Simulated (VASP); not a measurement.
# Li7B (Im-3m) in VASP: further runs, part 2 of 2

VASP 6.6.1. Earlier steps stand in the parts before.

**5. Single point, PBE**

This run uses another cell than the first one, of 14.99 Å³/atom.

The input, INCAR:

```
PREC = Accurate
ENCUT = 520
EDIFF = 1E-6
ISMEAR = 0
SIGMA = 0.1
LREAL = False
LASPH = True
NELM = 60
ALGO = Normal
ISIF = 2
LWAVE = False
LCHARG = False
GGA = PE
NBANDS = 22
```

The input, KPOINTS:

```
Automatic mesh
0
Gamma
  8 8 8
```

The input, POSCAR:

```
Li7B
1.0
   -3.1067641437      3.1067641437      3.1067641437
    3.1067641437     -3.1067641437      3.1067641437
    3.1067641437      3.1067641437     -3.1067641437
Li B
7 1
Direct
    0.5000000000      0.5000000000      0.5000000000
    0.0000000000      0.0000000000      0.5000000000
    0.0000000000      0.5000000000      0.0000000000
    0.5000000000      0.0000000000      0.0000000000
    0.0000000000      0.5000000000      0.5000000000
    0.5000000000      0.0000000000      0.5000000000
    0.5000000000      0.5000000000      0.0000000000
    0.0000000000      0.0000000000      0.0000000000
```

Command:

```console
cat potpaw_PBE.64/Li_sv/POTCAR potpaw_PBE.64/B/POTCAR > POTCAR
mpirun -np 1 vasp_std > vasp.out
```

Run time: 63 s. Hardware: 1 thread of Intel Xeon 8259CL, shared host; peak memory 0.25 GiB.

Results (log left out):

```
Free energy            : -17.6323 eV
Band gap on the k mesh : zero (bands 12 and 13 overlap by 2.60 eV)
```

Levels at points of the mesh, in eV from the Fermi level:
| k point | band 8 | band 9 | band 10 | band 11 | band 12 | band 13 | band 14 | band 15 | band 16 | band 17 |
| --- | --- | --- | --- | --- | --- | --- | --- | --- | --- | --- |
| (0.00, 0.00, 0.00) | -5.96 | -0.96 | -0.93 | -0.93 | -0.93 | 0.12 | 0.12 | 0.12 | 4.41 | 4.41 |
| (0.50, 0.00, 0.00) | -5.63 | -2.89 | -1.03 | -1.00 | -0.79 | -0.02 | 1.17 | 2.11 | 2.53 | 3.18 |
| (0.50, 0.50, 0.50) | -5.47 | -1.74 | -1.74 | -1.74 | -1.23 | -1.23 | 2.52 | 2.52 | 2.52 | 4.14 |

Caveat: the cutoff is under 1.25 times the usual one of these potentials, so pressure, stress and relaxed cells hold a basis-set (Pulay) error.

**6. Relaxation of cell and atoms, PBE**

This run uses another cell than the first one, of 14.99 Å³/atom.

The input, INCAR:

```
SYSTEM = Li7B
PREC = Accurate ; ENCUT = 600
EDIFF = 1E-6 ; ISMEAR = 0
SIGMA = 0.1 ; LREAL = .FALSE.
LASPH = .TRUE. ; NELM = 80
ALGO = Fast ; ISIF = 3
LWAVE = .FALSE. ; LCHARG = .FALSE.
GGA = PE ; IBRION = 2
NSW = 100 ; EDIFFG = -0.01
```

The input, KPOINTS:

```
regular mesh
0
G
  8 8 8
  0 0 0
```

POSCAR is that of step 5.

Potentials or basis: VASP PAW PBE potentials, release 64 (Li_sv, B).

Command:

```console
cat potpaw_PBE.64/Li_sv/POTCAR potpaw_PBE.64/B/POTCAR > POTCAR
mpirun -np 1 vasp_std > vasp.out
```

OUTCAR:

```text
SYSTEM = Li7B
   PREC = Accurate
   ENCUT = 600
   EDIFF = 1E-6
   ISMEAR = 0
   LREAL = .FALSE.
   LASPH = .TRUE.
   NELM = 80
   ISIF = 3
   GGA = PE
   IBRION = 2
   NSW = 100
   EDIFFG = -0.01

 ion  position               nearest neighbor table
   1  0.500  0.500  0.500-
   2  0.000  0.000  0.500-
   3  0.000  0.500  0.000-
   4  0.500  0.000  0.000-
   5  0.000  0.500  0.500-
   6  0.500  0.000  0.500-
   7  0.500  0.500  0.000-
   8  0.000  0.000  0.000-

  LATTYP: Found a body centered cubic cell.
 ALAT       =     6.2135282874

  Lattice vectors:

 A1 = (  -3.1067641437,   3.1067641437,   3.1067641437)
 A2 = (   3.1067641437,  -3.1067641437,   3.1067641437)
 A3 = (   3.1067641437,   3.1067641437,  -3.1067641437)

Analysis of symmetry for initial positions (statically):
=====================================================================
 Subroutine PRICEL returns:
 Original cell was already a primitive cell.

[... 244 lines left out ...]
  band No.  band energies     occupation
      1     -44.7888      2.00000
      2     -44.7753      2.00000
      3     -44.7753      2.00000
      4     -44.4392      2.00000
      5     -44.4335      2.00000
      6     -44.4335      2.00000
[... 457 lines left out ...]
      4     -44.4388      2.00000
      5     -44.4372      2.00000
      6     -44.4369      2.00000
[... 9 lines left out ...]
     16       3.7325      0.00000
     17       6.0756      0.00000

 [... further k-points ...]

------------------------ aborting loop because EDIFF is reached ----------------------------------------

  FORCE on cell =-STRESS in cart. coord.  units (eV):
  Direction    XX          YY          ZZ          XY          YZ          ZX
  --------------------------------------------------------------------------------------
  -------------------------------------------------------------------------------------
  Total       -0.0787883     -0.0787883     -0.0787883      0.0000000      0.0000000      0.0000000
  in kB       -1.0544283     -1.0544283     -1.0544283      0.0000000      0.0000000      0.0000000
  external PRESSURE =      -1.0544283 kB  Pullay stress =       0.0000000 kB

 VOLUME and BASIS-vectors are now :
 -----------------------------------------------------------------------------
  energy-cutoff  :      600.00
  volume of cell :      119.72
      direct lattice vectors                 reciprocal lattice vectors
    -3.104785899  3.104785899  3.104785899     0.000000000  0.161041700  0.161041700
     3.104785899 -3.104785899  3.104785899     0.161041700  0.000000000  0.161041700
     3.104785899  3.104785899 -3.104785899     0.161041700  0.161041700  0.000000000

 POSITION                                       TOTAL-FORCE (eV/Angst)
 -----------------------------------------------------------------------------------
      1.55239      1.55239      1.55239         0.000000      0.000000     -0.000000
      1.55239      1.55239     -1.55239        -0.000000     -0.000000      0.000000
      1.55239      4.65718      1.55239         0.000000     -0.000000     -0.000000
     -1.55239      1.55239      1.55239         0.000000      0.000000      0.000000
      0.00000      3.10479      3.10479         0.000000      0.000000     -0.000000
      0.00000      3.10479      0.00000        -0.000000     -0.000000      0.000000
      3.10479      3.10479      0.00000         0.000000      0.000000      0.000000
      0.00000      0.00000      6.20957         0.000000     -0.000000     -0.000000
 -----------------------------------------------------------------------------------
    total drift:                                0.000000      0.000000     -0.000000

  FREE ENERGIE OF THE ION-ELECTRON SYSTEM (eV)
  ---------------------------------------------------
  free  energy   TOTEN  =       -17.6324834965 eV

  energy  without entropy=      -17.6149957835  energy(sigma->0) =      -17.62373964

 reached required accuracy - stopping structural energy minimisation
```

CONTCAR:

```text
Li7B
   1.00000000000000
    -3.1047858991928758    3.1047858991928758    3.1047858991928758
     3.1047858991928758   -3.1047858991928758    3.1047858991928758
     3.1047858991928758    3.1047858991928758   -3.1047858991928758
  Li              B
     7     1
Direct
     0.5000000000000000    0.5000000000000000    0.5000000000000000
     0.0000000000000000    0.0000000000000000    0.5000000000000000
     1.0000000000000000    0.5000000000000000    1.0000000000000000
     0.5000000000000000    0.0000000000000000    0.0000000000000000
     1.0000000000000000    0.5000000000000000    0.5000000000000000
     0.5000000000000000    0.0000000000000000    0.5000000000000000
     0.5000000000000000    0.5000000000000000    1.0000000000000000
     1.0000000000000000    1.0000000000000000    0.0000000000000000

  0.00000000E+00  0.00000000E+00  0.00000000E+00
  0.00000000E+00  0.00000000E+00  0.00000000E+00
  0.00000000E+00  0.00000000E+00  0.00000000E+00
  0.00000000E+00  0.00000000E+00  0.00000000E+00
  0.00000000E+00  0.00000000E+00  0.00000000E+00
  0.00000000E+00  0.00000000E+00  0.00000000E+00
  0.00000000E+00  0.00000000E+00  0.00000000E+00
  0.00000000E+00  0.00000000E+00  0.00000000E+00
```

Run time: 5 min. Hardware: 1 thread of Intel Xeon 8259CL, shared host; peak memory 0.35 GiB.

Results:

```
Free energy                           : -17.6325 eV
Relaxed volume                        : 14.96 Å³/atom
Relaxed cell                          : a = 5.378 Å, b = 5.378 Å, c = 5.378 Å, α = 109.47°, β = 109.47°, γ = 109.47°
Space group after relaxing (to 0.1 Å) : Im-3m (No. 229)
Energy gained by relaxing             : 0.0 meV/atom
Ionic steps                           : 2
Pressure after relaxing               : -0.1 GPa
Band gap on the k mesh                : zero (bands 12 and 13 overlap by 2.61 eV)
```

Step by step:
| step | energy change (eV) | largest force (eV/Å) | pressure (GPa) | volume (Å³) |
| --- | --- | --- | --- | --- |
| 1 | 0.0000 | 0.0000 | -0.14 | 119.95 |
| 2 | -0.0002 | 0.0000 | -0.11 | 119.72 |

Final structure:
```
CELL_PARAMETERS angstrom
-3.10479 3.10479 3.10479
3.10479 -3.10479 3.10479
3.10479 3.10479 -3.10479
ATOMIC_POSITIONS crystal
Li 0.50000 0.50000 0.50000
Li 0.00000 0.00000 0.50000
Li 0.00000 0.50000 0.00000
Li 0.50000 0.00000 0.00000
Li 0.00000 0.50000 0.50000
Li 0.50000 0.00000 0.50000
Li 0.50000 0.50000 0.00000
B 0.00000 0.00000 0.00000
```

Levels at points of the mesh, in eV from the Fermi level:
```tsv
k point	band 8	band 9	band 10	band 11	band 12	band 13	band 14	band 15	band 16	band 17
(0.00, 0.00, 0.00)	-5.97	-0.96	-0.93	-0.93	-0.93	0.12	0.12	0.12	4.48	4.52
(0.50, 0.00, 0.00)	-5.64	-2.89	-1.03	-1.00	-0.79	-0.02	1.17	2.11	2.54	3.19
(0.50, 0.50, 0.50)	-5.48	-1.74	-1.74	-1.74	-1.23	-1.23	2.52	2.52	2.52	4.15
```

Caveat: the cutoff is under 1.25 times the usual one of these potentials, so pressure, stress and relaxed cells hold a basis-set (Pulay) error.

**7. The runs side by side**

```tsv
task	cell	k mesh	cutoff (eV)	gap on the mesh (eV)	pressure (GPa)	relaxed volume (Å³/atom)
single point	a = 5.001 Å, angles 109.5°, 8 atoms	4 × 4 × 4	520	none	-	-
single point	a = 5.381 Å, angles 109.5°, 8 atoms	4 × 4 × 4	520	none	-	-
relaxation of cell and atoms	relaxed from a = 5.001 Å, angles 109.5°, 8 atoms	4 × 4 × 4	600	none	0.0	14.95
single point	a = 5.381 Å, angles 109.5°, 8 atoms	8 × 8 × 8	520	none	-	-
relaxation of cell and atoms	relaxed from a = 5.381 Å, angles 109.5°, 8 atoms	8 × 8 × 8	600	none	-0.1	14.96
```

Alike in all rows: level PBE; potentials or basis VASP PAW PBE potentials, release 64 (Li_sv, B); no spin polarisation; smearing gaussian 0.1 eV.

Caveats: some runs use coarse meshes; the cutoff is under 1.25 times the usual one of these potentials, so pressure, stress and relaxed cells hold a basis-set (Pulay) error; the volume moved by over 15 % at a fixed basis, so the end points are rough (at least some runs).

Total energies depend on the potentials used, so only differences within one code and one set of settings carry meaning.
